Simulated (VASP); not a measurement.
Write the native input for VASP 6.6.1 that does the following.

| Quantity | Value |
| --- | --- |
| Task | single point |
| Functional | PBE |
| Potentials or basis | VASP PAW PBE potentials, release 64 (Al, N) |
| Cutoff | 520 eV |
| k mesh | 10 × 10 × 10 |
| Occupations | gaussian, width 0.05 eV |
| Spin | no spin polarisation |
| Dipole correction | no |
| Further INCAR settings | ALGO = Normal; EDIFF = 1e-07; NBANDS = 11 |

The structure of AlN lies in POSCAR:

```
AlN
1.0
    0.1135295273      2.2422081634      2.2422081634
    2.2422081634      0.1135295273      2.2422081634
    2.2422081634      2.2422081634      0.1135295273
Al N
1 1
Direct
    0.0000000000      0.0000000000      0.0000000000
    0.7500000000      0.7500000000      0.7500000000
```

This cell differs from its parent crystal: ratio of the length along [111] to the lengths across it x 1.08, volume and fractional coordinates fixed.

One way to write it, as run:

INCAR

```
SYSTEM = AlN
ALGO = Normal
EDIFF = 1E-7
ENCUT = 520
GGA = PE
ISIF = 2
ISMEAR = 0
LASPH = .TRUE.
LCHARG = .FALSE.
LREAL = .FALSE.
LWAVE = .FALSE.
NBANDS = 11
NELM = 100
PREC = Accurate
SIGMA = 0.05
```

KPOINTS

```
k-points
0
G
  10 10 10
  0 0 0
```

Potentials or basis: VASP PAW PBE potentials, release 64 (Al, N).

The run is started by

```bash
$ cat potpaw_PBE.64/Al/POTCAR potpaw_PBE.64/N/POTCAR > POTCAR
$ mpirun -np 1 vasp_std > vasp.out
```

It gave:

```yaml
Pressure: 6.2 GPa
Largest_force: 0.570 eV/Å
Band_gap_on_the_k_mesh: 3.11 eV, indirect (least direct gap 3.84 eV)
```

Run time: 6.7 s on 1 thread of Intel(R) Xeon(R) 6975P-C (Granite Rapids), on a shared host, peak memory 0.15 GiB.
